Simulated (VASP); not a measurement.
# LiMg8 in VASP: further runs

The runs below take LiMg8 through single point, with LDA.

Program: VASP 6.6.1. These are calculated values, not measurements. Logs are shortened: lines on timing, memory, paths and dates and some standing lists are left out, and cuts for length are marked.

## 1. The cell of the first run

The cell holds a slab with vacuum, 9 atoms: a = 6.293 Å, b = 5.039 Å, c = 19.085 Å, α = 90.00°, β = 90.00°, γ = 90.00°.

## 2. Single point, LDA

Input file INCAR:

```
SYSTEM = LiMg8
PREC = Accurate
ENCUT = 520
EDIFF = 1E-6
ISMEAR = 0
SIGMA = 0.1
LREAL = .False.
LASPH = .True.
NELM = 60
ALGO = Normal
ISIF = 2
LWAVE = .False.
LCHARG = .False.
LDIPOL = .True.
IDIPOL = 3
DIPOL = 0.5 0.5 0.325
GGA = CA
NBANDS = 20
```

Input file KPOINTS:

```
Automatic mesh
0
Gamma
  4 5 1
  0 0 0
```

Input file POSCAR:

```
LiMg8
1.0
    6.2932257366      0.0000000000      0.0000000000
    0.0000000000      5.0388886594      0.0000000000
    0.0000000000      0.0000000000     19.0846137325
Mg Li
8 1
Direct
    0.0000000000      0.7500000000      0.2095929242
    0.5000000000      0.7500000000      0.2095929242
    0.2500000000      0.2500000000      0.2571887995
    0.7500000000      0.2500000000      0.2571887995
    0.2500000000      0.7500000000      0.3565915112
    0.7500000000      0.7500000000      0.3565915112
    0.0000000000      0.2500000000      0.3974203428
    0.5000000000      0.2500000000      0.3974203428
    0.0000000000      0.7500000000      0.4848014818
```

Potentials or basis: VASP PAW LDA potentials, release 64 (Mg, Li_sv).

The run is started by

```sh
$ cat potpaw_LDA.64/Mg/POTCAR potpaw_LDA.64/Li_sv/POTCAR > POTCAR
$ mpirun -np 1 vasp_std > vasp.out
```

OUTCAR:

```text
SYSTEM = LiMg8
   PREC = Accurate
   ENCUT = 520
   EDIFF = 1E-6
   ISMEAR = 0
   LREAL = .False.
   LASPH = .True.
   NELM = 60
   ISIF = 2
   GGA = CA

 ion  position               nearest neighbor table
   1  0.000  0.750  0.210-   3 3.11   4 3.11   3 3.11   4 3.11   2 3.15   2 3.15   6 3.22   5 3.22

   2  0.500  0.750  0.210-   3 3.11   4 3.11   3 3.11   4 3.11   1 3.15   1 3.15   6 3.22   5 3.22

   3  0.250  0.250  0.257-   7 3.10   8 3.10   1 3.11   2 3.11   1 3.11   2 3.11   4 3.15   4 3.15
                             5 3.15   5 3.15
   4  0.750  0.250  0.257-   7 3.10   8 3.10   1 3.11   2 3.11   1 3.11   2 3.11   3 3.15   3 3.15
                             6 3.15   6 3.15
   5  0.250  0.750  0.357-   9 2.91   8 3.07   7 3.07   7 3.07   8 3.07   6 3.15   6 3.15   3 3.15
                             3 3.15   2 3.22   1 3.22
   6  0.750  0.750  0.357-   9 2.91   8 3.07   7 3.07   7 3.07   8 3.07   5 3.15   5 3.15   4 3.15
                             4 3.15   2 3.22   1 3.22
   7  0.000  0.250  0.397-   9 3.02   9 3.02   5 3.07   5 3.07   6 3.07   6 3.07   3 3.10   4 3.10
                             8 3.15   8 3.15
   8  0.500  0.250  0.397-   5 3.07   6 3.07   5 3.07   6 3.07   3 3.10   4 3.10   7 3.15   7 3.15

   9  0.000  0.750  0.485-   5 2.91   6 2.91   7 3.02   7 3.02

  LATTYP: Found a simple orthorhombic cell.
 ALAT       =     5.0388886594
 B/A-ratio  =     1.2489312946
 C/A-ratio  =     3.7874648603

  Lattice vectors:

 A1 = (   0.0000000000,  -5.0388886594,   0.0000000000)
 A2 = (   6.2932257366,   0.0000000000,   0.0000000000)
 A3 = (   0.0000000000,   0.0000000000,  19.0846137325)

Analysis of symmetry for initial positions (statically):
=====================================================================
 Subroutine PRICEL returns:
 Original cell was already a primitive cell.

 Routine SETGRP: Setting up the symmetry group for a
 simple orthorhombic supercell.

 Subroutine GETGRP returns: Found  4 space group operations
 (whereof  2 operations were pure point group operations)
 out of a pool of  8 trial point group operations.

The static configuration has the point symmetry C_1h.
 The point group associated with its full space group is C_2v.

Analysis of symmetry for dynamics (positions and initial velocities):
=====================================================================
 Subroutine PRICEL returns:
 Original cell was already a primitive cell.

 Routine SETGRP: Setting up the symmetry group for a
 simple orthorhombic supercell.

 Subroutine GETGRP returns: Found  4 space group operations
 (whereof  2 operations were pure point group operations)
 out of a pool of  8 trial point group operations.

The dynamic configuration has the point symmetry C_1h.
 The point group associated with its full space group is C_2v.

 Subroutine INISYM returns: Found  4 space group operations
 (whereof  2 operations are pure point group operations),
 and found     1 'primitive' translations

----------------------------------------------------------------------------------------

                                     Primitive cell

  volume of cell :     605.1896

  direct lattice vectors                    reciprocal lattice vectors
     6.293225737  0.000000000  0.000000000     0.158901022  0.000000000  0.000000000
     0.000000000  5.038888659  0.000000000     0.000000000  0.198456459  0.000000000
     0.000000000  0.000000000 19.084613732     0.000000000  0.000000000  0.052398231

  length of vectors
     6.293225737  5.038888659 19.084613732     0.158901022  0.198456459  0.052398231

  position of ions in fractional coordinates (direct lattice)
     0.000000000  0.750000000  0.209592924
     0.500000000  0.750000000  0.209592924
     0.250000000  0.250000000  0.257188799
     0.750000000  0.250000000  0.257188799
     0.250000000  0.750000000  0.356591511
     0.750000000  0.750000000  0.356591511
     0.000000000  0.250000000  0.397420343
     0.500000000  0.250000000  0.397420343
     0.000000000  0.750000000  0.484801482

  ion indices of the primitive-cell ions
   primitive index   ion index
                 1           1
                 2           2
                 3           3
                 4           4
                 5           5
                 6           6
                 7           7
                 8           8
                 9           9

----------------------------------------------------------------------------------------

 KPOINTS: Automatic mesh

Automatic generation of k-mesh.
 Grid dimensions read from file:
 generate k-points for:    4    5    1

 Generating k-lattice:

  Cartesian coordinates                     Fractional coordinates (reciprocal lattice)
     0.039725255  0.000000000  0.000000000     0.250000000  0.000000000  0.000000000
     0.000000000  0.039691292  0.000000000     0.000000000  0.200000000  0.000000000
     0.000000000  0.000000000  0.052398231     0.000000000  0.000000000  1.000000000

  Length of vectors
     0.039725255  0.039691292  0.052398231

  Shift w.r.t. Gamma in fractional coordinates (k-lattice)
     0.000000000  0.000000000  0.000000000

 Subroutine IBZKPT returns following result:
 ===========================================

 Found      9 irreducible k-points:

 Following reciprocal coordinates:
            Coordinates               Weight
  0.000000  0.000000  0.000000      1.000000
  0.250000  0.000000  0.000000      2.000000
  0.500000  0.000000  0.000000      1.000000
  0.000000  0.200000  0.000000      2.000000
  0.250000  0.200000  0.000000      4.000000
  0.500000  0.200000  0.000000      2.000000
  0.000000  0.400000  0.000000      2.000000
  0.250000  0.400000  0.000000      4.000000
  0.500000  0.400000  0.000000      2.000000
   k-points           NKPTS =      9   k-points in BZ     NKDIM =      9   number of bands    NBANDS=     20
   number of dos      NEDOS =    301   number of ions     NIONS =      9
   total plane-waves  NPLWV = 276480
   dimension x,y,z NGX =    48 NGY =   40 NGZ =  144
   dimension x,y,z NGXF=    96 NGYF=   80 NGZF=  288
   ions per type =               8   1
   NGX,Y,Z   is equivalent  to a cutoff of  12.68, 13.20, 12.54 a.u.
   NGXF,Y,Z  is equivalent  to a cutoff of  25.36, 26.39, 25.09 a.u.
 SYSTEM =  LiMg8
   PREC   = accura    normal or accurate (medium, high low for compatibility)
   ISTART =      0    job   : 0-new  1-cont  2-samecut
   ICHARG =      2    charge: 1-file 2-atom 10-const
   ISPIN  =      1    spin polarized calculation?
   LNONCOLLINEAR =      F non collinear calculations
   LSORBIT =      F    spin-orbit coupling
   LASPH  =      T    aspherical Exc in radial PAW
   ENCUT  =  520.0 eV  38.22 Ry    6.18 a.u.  11.70  9.37 35.48*2*pi/ulx,y,z
   NELM   =     60;   NELMIN=  2; NELMDL= -5     # of ELM steps
   EDIFF  = 0.1E-05   stopping-criterion for ELM
   LREAL  =      F    real-space projection
   EDIFFG = 0.1E-04   stopping-criterion for IOM
   NSW    =      0    number of steps for IOM
   IBRION =     -1    ionic relax: 0-MD 1-quasi-New 2-CG
   NFREE  =      0    steps in history (QN), initial steepest desc. (CG)
   ISIF   =      2    stress and relaxation
   ISYM   =      2    0-nonsym 1-usesym 2-fastsym
   POTIM  = 0.5000    time-step for ionic-motion
   TEBEG  =    0.0;   TEEND  =   0.0 temperature during run
   PSTRESS=    0.0 pullay stress
   NELECT =      19.0000    total number of electrons
   NUPDOWN=      -1.0000    fix difference up-down
   EMIN   =  10.00;   EMAX   =-10.00  energy-range for DOS
   EFERMI =   0.00;   METHOD = LEGACY
   ISMEAR =     0;   SIGMA  =   0.10  broadening in eV -4-tet -1-fermi 0-gaus
   EFERMI_NEDOS =   21; number of points for ismear=-14 and -15
   IALGO  =     38    algorithm
   IMIX   =      4    mixing-type and parameters
     AMIX     =   0.40;   BMIX     =  1.00
     AMIX_MAG =   1.60;   BMIX_MAG =  1.00
  volume/ion in A,a.u.               =      67.24       453.78
  Fermi-wavevector in a.u.,A,eV,Ry     =   0.516451  0.975950  3.628964  0.266721
  Thomas-Fermi vector in A             =   1.532387
   LORBIT       =      0    0 simple, 1 ext, 2 COOP (PROOUT), +10 PAW based schemes
   GGA     = CA    functional components
   LHFCALC =     F    Hartree Fock is set to
   AEXX    =    0.0000 exact exchange contribution
   IVDW    =     0    specifies the selected vdW correction
   LEPSILON=     F    determine dielectric tensor
   LRPA    =     F    only Hartree local field effects (RPA)
 non-spin polarized calculation
 Gauss-broadening in eV      SIGMA  =   0.10
  energy-cutoff  :      520.00
  volume of cell :      605.19
 maximum number of plane-waves:     16352
 NGX is ok and might be reduce to    48
   NGX = 23   NGY = 19   NGZ = 71

 dipolmoment           0.000000      0.000000      0.046531 electrons x Angstroem

 number of electron      19.0000001 magnetization

 dipolmoment           0.000000      0.000000     -0.194509 electrons x Angstroem

 Free energy of the ion-electron system (eV)
  ---------------------------------------------------
  ext. energy  EPLUGINS =         0.00000000
  ---------------------------------------------------
  free energy    TOTEN  =       -13.71879854 eV

  energy without entropy =      -13.70918998  energy(sigma->0) =      -13.71399426

 E-fermi :  -1.3685     XC(G=0):  -3.7872

 val. band max:       -1.4235118370   @ k =   0.5000   0.0000   0.0000
 cond. band min:      -1.2969661115   @ k =   0.5000   0.0000   0.0000
 fundamental gap:      0.1265457255
 Fermi energy:        -1.3685190430

 k-point     1 :       0.0000    0.0000    0.0000
  band No.  band energies     occupation
      1     -48.3787      2.00000
      2      -7.6204      2.00000
      3      -5.5349      2.00000
      4      -3.9729      2.00000
      5      -3.8658      2.00000
      6      -2.8479      2.00000
[... 12 lines left out ...]
     19       1.8274      0.00000
     20       2.0375      0.00000

 k-point     2 :       0.2500    0.0000    0.0000
  band No.  band energies     occupation
      1     -48.3787      2.00000
      2      -7.3848      2.00000
      3      -5.5313      2.00000
      4      -5.2878      2.00000
      5      -3.4696      2.00000
      6      -2.6150      2.00000
[... 12 lines left out ...]
     19       1.4995      0.00000
     20       2.1886      0.00000

 k-point     3 :       0.5000    0.0000    0.0000
  band No.  band energies     occupation
      1     -48.3787      2.00000
      2      -6.7161      2.00000
      3      -6.6450      2.00000
      4      -4.6976      2.00000
      5      -4.5080      2.00000
      6      -2.0706      2.00000
[... 12 lines left out ...]
     19       1.7721      0.00000
     20       1.9427      0.00000

 k-point     4 :       0.0000    0.2000    0.0000
  band No.  band energies     occupation
      1     -48.3787      2.00000
      2      -7.3857      2.00000
      3      -5.3156      2.00000
      4      -3.9182      2.00000
      5      -3.7488      2.00000
      6      -3.6336      2.00000
[... 12 lines left out ...]
     19       1.6182      0.00000
     20       1.8222      0.00000

 k-point     5 :       0.2500    0.2000    0.0000
  band No.  band energies     occupation
      1     -48.3787      2.00000
      2      -7.1507      2.00000
      3      -5.3030      2.00000
      4      -5.0687      2.00000
      5      -3.6891      2.00000
      6      -3.2537      2.00000
[... 12 lines left out ...]
     19       1.8762      0.00000
     20       2.3154      0.00000

 k-point     6 :       0.5000    0.2000    0.0000
  band No.  band energies     occupation
      1     -48.3787      2.00000
      2      -6.4843      2.00000
      3      -6.4124      2.00000
      4      -4.4809      2.00000
      5      -4.2929      2.00000
      6      -3.0735      2.00000
[... 12 lines left out ...]
     19       1.7371      0.00000
     20       2.0080      0.00000

 k-point     7 :       0.0000    0.4000    0.0000
  band No.  band energies     occupation
      1     -48.3786      2.00000
      2      -6.6866      2.00000
      3      -5.5503      2.00000
      4      -4.5850      2.00000
      5      -3.4783      2.00000
      6      -3.0910      2.00000
[... 12 lines left out ...]
     19       1.7079      0.00000
     20       1.7962      0.00000

 k-point     8 :       0.2500    0.4000    0.0000
  band No.  band energies     occupation
      1     -48.3786      2.00000
      2      -6.4535      2.00000
      3      -5.3203      2.00000
      4      -4.6227      2.00000
      5      -4.3386      2.00000
      6      -3.5176      2.00000
[... 12 lines left out ...]
     19       1.8674      0.00000
     20       2.1556      0.00000

 k-point     9 :       0.5000    0.4000    0.0000
  band No.  band energies     occupation
      1     -48.3786      2.00000
      2      -5.7939      2.00000
      3      -5.7200      2.00000
      4      -4.6690      2.00000
      5      -4.5973      2.00000
      6      -3.7862      2.00000
[... 12 lines left out ...]
     19       2.4517      0.00000
     20       2.5711      0.00000

------------------------ aborting loop because EDIFF is reached ----------------------------------------

 vacuum level on the upper side and lower side of the slab       (xc-potential included)        -0.702         0.399

  FORCE on cell =-STRESS in cart. coord.  units (eV):
  Direction    XX          YY          ZZ          XY          YZ          ZX
  --------------------------------------------------------------------------------------
  -------------------------------------------------------------------------------------
  Total       -2.8213519     -2.8827142     -0.7196155      0.0000000      0.0000000      0.0000000
  in kB       -7.4692397     -7.6316900     -1.9051082      0.0000000      0.0000000      0.0000000
  external PRESSURE =      -5.6686793 kB  Pullay stress =       0.0000000 kB

 VOLUME and BASIS-vectors are now :
 -----------------------------------------------------------------------------
  energy-cutoff  :      520.00
  volume of cell :      605.19
      direct lattice vectors                 reciprocal lattice vectors
     6.293225737  0.000000000  0.000000000     0.158901022  0.000000000  0.000000000
     0.000000000  5.038888659  0.000000000     0.000000000  0.198456459  0.000000000
     0.000000000  0.000000000 19.084613732     0.000000000  0.000000000  0.052398231

 POSITION                                       TOTAL-FORCE (eV/Angst)
 -----------------------------------------------------------------------------------
      0.00000      3.77917      4.00000         0.000000      0.000000      0.222294
      3.14661      3.77917      4.00000         0.000000      0.000000      0.245261
      1.57331      1.25972      4.90835         0.014072      0.000000     -0.152766
      4.71992      1.25972      4.90835        -0.014072      0.000000     -0.152766
      1.57331      3.77917      6.80541         0.072133     -0.000000     -0.110146
      4.71992      3.77917      6.80541        -0.072133     -0.000000     -0.110146
      0.00000      1.25972      7.58461         0.000000      0.000000     -0.051262
      3.14661      1.25972      7.58461         0.000000      0.000000      0.121691
      0.00000      3.77917      9.25225         0.000000      0.000000     -0.012160
 -----------------------------------------------------------------------------------
    total drift:                                0.000000      0.000000     -0.000766

  FREE ENERGIE OF THE ION-ELECTRON SYSTEM (eV)
  ---------------------------------------------------
  free  energy   TOTEN  =       -13.7187985375 eV

  energy  without entropy=      -13.7091899834  energy(sigma->0) =      -13.71399426

 vacuum level on the upper side and lower side of the slab         1.134         2.270
```

It took 3.4 min on 1 thread of Intel Xeon 6975P-C, shared host; peak memory 0.47 GiB.

Results:

```
Free energy   : -13.7188 eV
Largest force : 0.245 eV/Å
```

Forces on the atoms (eV/Å):
```
Mg   0.000  0.000  0.222
Mg   0.000  0.000  0.245
Mg   0.014  0.000 -0.153
Mg  -0.014  0.000 -0.153
Mg   0.072  0.000 -0.110
Mg  -0.072  0.000 -0.110
Mg   0.000  0.000 -0.051
Mg   0.000  0.000  0.122
Li   0.000  0.000 -0.012
```

Caveat: the cutoff is under 1.25 times the usual one of these potentials, so pressure, stress and relaxed cells hold a basis-set (Pulay) error.

(Continued in part 2 of 2.)
